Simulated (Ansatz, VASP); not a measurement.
## Two plane-wave programs on Rh

```
Rh
1.0
     0.00000    1.89995    1.89995
     1.89995    0.00000    1.89995
     1.89995    1.89995    0.00000
Rh
1
Direct
  0.00000 0.00000 0.00000
```

Alike in both runs: functional r2SCAN; k mesh 18 × 18 × 18; occupations gaussian, width 0.1 eV; no spin polarisation.

Ansatz relaxed the structure, and its values are those at the end. VASP's run is a single point on that final structure, the one shown.

|  | VASP | Ansatz |
| --- | --- | --- |
| version | VASP 6.6.1 | Ansatz 0.2.0 |
| potentials or method | VASP PAW PBE potentials, release 64 (Rh_pv), cutoff 520 eV | scalar-relativistic, plane waves, PAW |
| valence electrons in the cell | 15 | 17 |

Ansatz gave:

* gap on the k mesh at the Fermi level (eV): none
* pressure (GPa): 0.0

Task: Estimate VASP's values.

Result: gap on the k mesh at the Fermi level (eV): none; pressure (GPa): 1.2.

VASP's potentials were made for PBE, not for r2SCAN. A gap of «none» marks a metal or a gap that the smearing closes. VASP's potentials hold 15 valence electrons a cell and Ansatz's 17, so a difference there can come from the potentials and not from the codes.
